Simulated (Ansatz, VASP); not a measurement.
**One calculation of LiF, two programs**

INCAR

```
PREC = Accurate
ENCUT = 520
EDIFF = 1E-6
ISMEAR = 0
SIGMA = 0.05
LREAL = False
LASPH = True
NELM = 80
ALGO = Normal
ISIF = 2
LWAVE = False
LCHARG = True
LELF = True
LVHAR = True
NBANDS = 12
```

Contents of KPOINTS:

```
Automatic mesh
0
Gamma
  12 12 12
```

File POSCAR:

```
LiF
1.0
    0.0000000000      1.8952465622      2.2742958746
    1.8952465622      0.0000000000      2.2742958746
    1.8952465622      1.8952465622      0.0000000000
Li F
1 1
Direct
    0.0000000000      0.0000000000      0.0000000000
    0.5000000000      0.5000000000      0.5000000000
```

Input for Ansatz:

```yaml
crystal:
  lattice:
    - [0.0, 1.8952465622, 2.2742958746]
    - [1.8952465622, 0.0, 2.2742958746]
    - [1.8952465622, 1.8952465622, 0.0]
  atoms:
    - { symbol: Li, position: [0.0, 0.0, 0.0] }
    - { symbol: F, position: [0.5, 0.5, 0.5] }
basis:
  ecutwfc: 420
kpoints:
  mp_grid: { grid: [12, 12, 12] }
hamiltonian:
  xc: lda
scf:
  occupations: { method: gaussian, width: 0.05 }
output:
  forces: true
  stress: true
  eigenvalues: true
```

Alike in both runs: task single point; functional LDA; k mesh 12 × 12 × 12; occupations gaussian, width 0.05 eV; no spin polarisation.

|  | VASP | Ansatz |
| --- | --- | --- |
| version | VASP 6.6.1 | Ansatz 0.2.0 |
| potentials or method | VASP PAW LDA potentials, release 64 (Li_sv, F), cutoff 520 eV | scalar-relativistic, plane waves, PAW |
| valence electrons in the cell | 10 | 10 |

```tsv
	VASP	Ansatz	Ansatz less VASP
gap on the k mesh at the Fermi level (eV)	8.61	8.62	+0.010
least direct gap on the mesh (eV)	8.61	8.62	+0.010
```

LDA's correlation is that of Perdew and Zunger in VASP and of Perdew and Wang (1992) in Ansatz.

Noted on VASP's run: the cutoff is short for stress, so the pressure is rough.
